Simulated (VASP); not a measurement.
# SiF7 (Cmmm) in VASP: single point with PBE

Aim: the single point of SiF7 with PBE.

Everything below comes from runs of VASP 6.6.1. Logs are shortened: lines on timing, memory, paths and dates and some standing lists are left out, and cuts for length are marked.

## 1. The cell of the first run

The structure is orthorhombic, space group Cmmm (No. 65). The conventional cell has a = 3.629 Å, b = 9.456 Å, c = 8.550 Å, α = 90.00°, β = 90.00°, γ = 90.00°. Si (site symmetry mmm) has 6 F at 1.66 to 1.81 Å within 2.2 Å. Within 2.2 Å of F (site symmetry m) lie 1 Si at 1.66 Å. F (site symmetry mm2) has 1 F at 1.40 Å within 1.9 Å. F (site symmetry mmm) has 2 Si at 1.81 Å and 8 F at 2.46 Å within 2.5 Å.

The cell was built from a structure type or drawn by symmetry, and may not be a known phase.

## 2. Single point, PBE, collinear spin

Contents of INCAR:

```
  PREC = Accurate
  ENCUT = 600
  EDIFF = 1E-6
  ISMEAR = 0
  SIGMA = 0.1
  LREAL = F
  LASPH = T
  NELM = 200
  ALGO = Normal
  ISIF = 2
  LWAVE = F
  LCHARG = F
  ISPIN = 2
  MAGMOM = 0 1 1 1 1 1 1 1
  LORBIT = 11
  GGA = PE
  NBANDS = 40
  GGA_COMPAT = F
```

Contents of KPOINTS:

```
regular mesh
0
Gamma
  6 6 2
```

Contents of POSCAR:

```
SiF7
1.0
    1.8145315610     -4.7281741657      0.0000000000
    1.8145315610      4.7281741657      0.0000000000
    0.0000000000      0.0000000000      8.5499702900
Si F
1 7
Direct
    0.0000000000      0.0000000000      0.0000000000
    0.1233299496      0.8766700504      0.8621094312
    0.8766700504      0.1233299496      0.8621094312
    0.8766700504      0.1233299496      0.1378905688
    0.1233299496      0.8766700504      0.1378905688
    0.5000000000      0.5000000000      0.4179802420
    0.5000000000      0.5000000000      0.5820197580
    0.5000000000      0.5000000000      0.0000000000
```

Potentials or basis: VASP PAW PBE potentials, release 64 (Si, F).

Command:

```
> cat potpaw_PBE.64/Si/POTCAR potpaw_PBE.64/F/POTCAR > POTCAR
> mpirun -np 1 vasp_std > vasp.out
```

OUTCAR:

```text
PREC = Accurate
   ENCUT = 600
   EDIFF = 1E-6
   ISMEAR = 0
   LREAL = F
   LASPH = T
   NELM = 200
   ISIF = 2
   ISPIN = 2
   LORBIT = 11
   GGA = PE

 ion  position               nearest neighbor table
   1  0.000  0.000  0.000-   2 1.66   3 1.66   4 1.66   5 1.66   8 1.81   8 1.81
   2  0.123  0.877  0.862-   1 1.66
   3  0.877  0.123  0.862-   1 1.66
   4  0.877  0.123  0.138-   1 1.66
   5  0.123  0.877  0.138-   1 1.66
   6  0.500  0.500  0.418-   7 1.40
   7  0.500  0.500  0.582-   6 1.40
   8  0.500  0.500  0.000-   1 1.81   1 1.81

  LATTYP: Found a base centered orthorhombic cell.
 ALAT       =     3.6290631220
 B/A-ratio  =     2.6057271570
 C/A-ratio  =     2.3559717763

  Lattice vectors:

 A1 = (   1.8145315610,  -4.7281741657,   0.0000000000)
 A2 = (   1.8145315610,   4.7281741657,   0.0000000000)
 A3 = (   0.0000000000,   0.0000000000,   8.5499702900)

Analysis of symmetry for initial positions (statically):
=====================================================================
 Subroutine PRICEL returns:
 Original cell was already a primitive cell.

 Routine SETGRP: Setting up the symmetry group for a
 base centered orthorhombic supercell.

 Subroutine GETGRP returns: Found  8 space group operations
 (whereof  8 operations were pure point group operations)
 out of a pool of  8 trial point group operations.

The static configuration has the point symmetry D_2h.

Analysis of symmetry for dynamics (positions and initial velocities):
=====================================================================
 Subroutine PRICEL returns:
 Original cell was already a primitive cell.

 Routine SETGRP: Setting up the symmetry group for a
 base centered orthorhombic supercell.

 Subroutine GETGRP returns: Found  8 space group operations
 (whereof  8 operations were pure point group operations)
 out of a pool of  8 trial point group operations.

The dynamic configuration has the point symmetry D_2h.

Analysis of structural, dynamic, and magnetic symmetry:
=====================================================================
 Subroutine PRICEL returns:
 Original cell was already a primitive cell.

 Routine SETGRP: Setting up the symmetry group for a
 base centered orthorhombic supercell.

 Subroutine GETGRP returns: Found  8 space group operations
 (whereof  8 operations were pure point group operations)
 out of a pool of  8 trial point group operations.
[... 156 lines left out ...]
  ---------------------------------------------------
  ext. energy  EPLUGINS =         0.00000000
  ---------------------------------------------------
  free energy    TOTEN  =       -32.72010920 eV

  energy without entropy =      -32.70304380  energy(sigma->0) =      -32.71157650

 E-fermi :  -5.2100     XC(G=0):  -6.9460

 val. band max:       -5.2900434888   @ k =   0.0000   0.0000   0.5000
 cond. band min:      -5.2077324082   @ k =   0.5000   0.5000   0.5000
 fundamental gap:      0.0823110806
 Fermi energy:        -5.2099949077

 spin component 1

 k-point     1 :       0.0000    0.0000    0.0000
  band No.  band energies     occupation
      1     -30.1878      1.00000
      2     -27.7238      1.00000
      3     -26.0728      1.00000
      4     -25.9552      1.00000
      5     -25.9388      1.00000
      6     -25.3601      1.00000
[... 973 lines left out ...]
     37      10.3144      0.00000
     38      11.0536      0.00000

 [... further k-points ...]

 spin component 2

 k-point     1 :       0.0000    0.0000    0.0000
  band No.  band energies     occupation
      1     -30.2500      1.00000
      2     -27.9072      1.00000
      3     -26.4601      1.00000
      4     -26.3449      1.00000
      5     -26.1185      1.00000
      6     -25.7682      1.00000
[... 973 lines left out ...]
     37      10.2716      0.00000
     38      11.0119      0.00000

 [... further k-points ...]

 [bands above 38 left out]

------------------------ aborting loop because EDIFF is reached ----------------------------------------

  FORCE on cell =-STRESS in cart. coord.  units (eV):
  Direction    XX          YY          ZZ          XY          YZ          ZX
  --------------------------------------------------------------------------------------
  -------------------------------------------------------------------------------------
  Total       -0.3128318      0.6058380      0.8100330      0.0000000      0.0000000      0.0000000
  in kB       -3.4164011      6.6162891      8.8462808      0.0000000      0.0000000      0.0000000
  external PRESSURE =       4.0153896 kB  Pullay stress =       0.0000000 kB

 VOLUME and BASIS-vectors are now :
 -----------------------------------------------------------------------------
  energy-cutoff  :      600.00
  volume of cell :      146.71
      direct lattice vectors                 reciprocal lattice vectors
     1.814531561 -4.728174166  0.000000000     0.275553212 -0.105749066  0.000000000
     1.814531561  4.728174166  0.000000000     0.275553212  0.105749066  0.000000000
     0.000000000  0.000000000  8.549970290     0.000000000  0.000000000  0.116959471

 POSITION                                       TOTAL-FORCE (eV/Angst)
 -----------------------------------------------------------------------------------
      0.00000      0.00000      0.00000         0.000000      0.000000     -0.000000
      1.81453      3.56192      7.37101         0.000000     -0.102804     -0.090419
      1.81453     -3.56192      7.37101         0.000000      0.102804     -0.090419
      1.81453     -3.56192      1.17896         0.000000      0.102804      0.090419
      1.81453      3.56192      1.17896         0.000000     -0.102804      0.090419
      1.81453      0.00000      3.57372         0.000000      0.000000     -0.453355
      1.81453      0.00000      4.97625         0.000000      0.000000      0.453355
      1.81453      0.00000      0.00000         0.000000      0.000000     -0.000000
 -----------------------------------------------------------------------------------
    total drift:                                0.000000     -0.000000     -0.000000

  FREE ENERGIE OF THE ION-ELECTRON SYSTEM (eV)
  ---------------------------------------------------
  free  energy   TOTEN  =       -32.7201091955 eV

  energy  without entropy=      -32.7030438004  energy(sigma->0) =      -32.71157650

 total charge

# of ion       s       p       d       tot
------------------------------------------
    1        0.575   0.853   0.000   1.428
    2        1.746   4.321   0.000   6.067
    3        1.746   4.321   0.000   6.067
    4        1.746   4.321   0.000   6.067
    5        1.746   4.321   0.000   6.067
    6        1.762   4.104   0.000   5.866
    7        1.762   4.104   0.000   5.866
    8        1.728   4.447   0.000   6.174
--------------------------------------------------
tot         12.811  30.792   0.000  43.603

 magnetization (x)

# of ion       s       p       d       tot
------------------------------------------
    1        0.004   0.007   0.000   0.011
    2       -0.001  -0.211   0.000  -0.212
    3       -0.001  -0.211   0.000  -0.212
    4       -0.001  -0.211   0.000  -0.212
    5       -0.001  -0.211   0.000  -0.212
    6       -0.000  -0.038   0.000  -0.038
    7       -0.000  -0.038   0.000  -0.038
    8        0.000   0.000   0.000   0.000
--------------------------------------------------
tot         -0.001  -0.911   0.000  -0.912
```

stdout:

```text
POSCAR found type information on POSCAR SiF
 POSCAR found :  2 types and       8 ions
 scaLAPACK will be used
 LDA part: xc-table for (Slater+PW92), standard interpolation
 POSCAR, INCAR and KPOINTS ok, starting setup
 FFT: planning ... GRIDC
 FFT: planning ... GRID_SOFT
 FFT: planning ... GRID
 WAVECAR not read
 entering main loop
```

It took 12 min on 1 thread of AMD EPYC 9R45 (Zen 5), shared host; peak memory 0.53 GiB.

What came out:

```
Free energy                                           : -32.7201 eV
Pressure                                              : 0.4 GPa
Largest force                                         : 0.453 eV/Å
Band gap on the k mesh                                : 0.08 eV
Net moment                                            : -1.00 μB per cell
Site moments                                          : Si +0.01; F -0.21, -0.04, +0.00 (each value once) μB
Valence electrons inside the program's atomic spheres : Si 1.43; F 6.07, 5.87, 6.17 (each value once)
```

Forces in eV/Å, atoms in the order of the input:
```
Si   0.000  0.000  0.000
F    0.000 -0.103 -0.090
F    0.000  0.103 -0.090
F    0.000  0.103  0.090
F    0.000 -0.103  0.090
F    0.000  0.000 -0.453
F    0.000  0.000  0.453
F    0.000  0.000  0.000
```
